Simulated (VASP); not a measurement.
The system is Nb3Sn.

```
Nb Sn
1.0
     5.31443    0.00000    0.00000
     0.00000    5.31443    0.00000
     0.00000    0.00000    5.31443
Nb Sn
6 2
Direct
  0.25000 0.00000 0.50000
  0.50000 0.75000 0.00000
  0.75000 0.00000 0.50000
  0.50000 0.25000 0.00000
  0.00000 0.50000 0.75000
  0.00000 0.50000 0.25000
  0.00000 0.00000 0.00000
  0.50000 0.50000 0.50000
```

- Program: VASP 6.6.1
- Task: relaxation of cell and atoms
- Functional: LDA
- Potentials or basis: VASP PAW LDA potentials, release 64 (Nb_sv, Sn_d)
- Cutoff: 600 eV
- k mesh: 4 × 4 × 4
- Occupations: fermi-dirac, width 0.02 eV
- Spin: no spin polarisation

At the start: pressure -9.2 GPa; volume 18.76 Å³/atom.

Where does the relaxation end?

Over 4 steps the energy falls by 30.7 meV/atom and the volume is 17.75 Å³/atom (-5.4 %); space group Pm-3n (No. 223, to 0.1 Å) before and after.

Step by step:
```csv
step,energy change (eV),largest force (eV/Å),pressure (GPa),volume (Å³)
1,0.0000,0.0000,-9.21,150.10
2,0.7222,0.0000,23.72,127.87
3,-0.2451,0.0000,-0.44,142.30
4,-0.2456,0.0000,-0.04,142.00
```

Final structure:
```xyz
8
Lattice="5.2171 0.0000 0.0000 0.0000 5.2171 0.0000 0.0000 0.0000 5.2171" Properties=species:S:1:pos:R:3 pbc="T T T"
Nb    1.3043    5.2171    2.6085
Nb    2.6085    3.9128    0.0000
Nb    3.9128    0.0000    2.6085
Nb    2.6085    1.3043    5.2171
Nb    5.2171    2.6085    3.9128
Nb    0.0000    2.6085    1.3043
Sn    0.0000    0.0000    5.2171
Sn    2.6085    2.6085    2.6085
```
